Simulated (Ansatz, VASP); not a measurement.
## GeSbTe3: VASP beside Ansatz

INCAR

```
ALGO = Normal
EDIFF = 1E-6
ENCUT = 520
GGA = PE
ISIF = 2
ISMEAR = 0
LASPH = T
LCHARG = F
LREAL = F
LWAVE = F
NBANDS = 26
NELM = 80
PREC = Accurate
SIGMA = 0.1
```

File KPOINTS:

```
k-points
0
Gamma
  4 4 2
```

POSCAR

```
GeSbTe3
1.0
    4.1538039500      0.0000000000      0.0000000000
    0.0000000000      5.8058455900      0.0000000000
    0.0000000000      0.0000000000      7.5463139100
Ge Sb Te
1 1 3
Direct
    0.0000000000      0.5000000000      0.0000000000
    0.5000000000      0.0000000000      0.0000000000
    0.5000000000      0.0000000000      0.2865190000
    0.5000000000      0.0000000000      0.7134810000
    0.0000000000      0.5000000000      0.5000000000
```

Input for Ansatz:

```yaml
crystal:
  lattice:
    - [4.15380395, 0.0, 0.0]
    - [0.0, 5.80584559, 0.0]
    - [0.0, 0.0, 7.54631391]
  atoms:
    - { symbol: Ge, position: [0.0, 0.5, 0.0] }
    - { symbol: Sb, position: [0.5, 0.0, 0.0] }
    - { symbol: Te, position: [0.5, 0.0, 0.286519] }
    - { symbol: Te, position: [0.5, 0.0, 0.713481] }
    - { symbol: Te, position: [0.0, 0.5, 0.5] }
basis:
  ecutwfc: 420
kpoints:
  mp_grid: { grid: [4, 4, 2] }
hamiltonian:
  xc: pbe
scf:
  occupations: { method: gaussian, width: 0.1 }
  lower_state_search: "off"
output:
  forces: true
  stress: true
  eigenvalues: true
```

Alike in both runs: task single point; functional PBE; k mesh 4 × 4 × 2; occupations gaussian, width 0.1 eV; no spin polarisation.

|  | VASP | Ansatz |
| --- | --- | --- |
| version | VASP 6.6.1 | Ansatz 0.2.0 |
| potentials or method | VASP PAW PBE potentials, release 64 (Ge_d, Sb, Te), cutoff 520 eV | scalar-relativistic, plane waves, PAW |
| valence electrons in the cell | 37 | 77 |

|  | VASP | Ansatz | Ansatz less VASP |
| --- | --- | --- | --- |
| gap on the k mesh at the Fermi level (eV) | none | none | - |
| pressure (GPa) | 14.5 | 14.5 | -0.03 |
| traceless stress, the component that is largest in VASP (GPa) | 35.53 | 35.49 | -0.035 |
| rms of the force components (eV/Å) | 4.583 | 4.570 | -0.0127 |

Atom by atom the forces differ by 0.013 eV/Å (rms over components). A gap of «none» marks a metal or a gap that the smearing closes. The functional is the same, so the differences come from potentials, cutoffs and numerics. VASP's potentials hold 37 valence electrons a cell and Ansatz's 77, so a difference there can come from the potentials and not from the codes.

The k mesh is coarse, so the values compare programs but aren't converged. Neither program's run includes spin-orbit coupling.
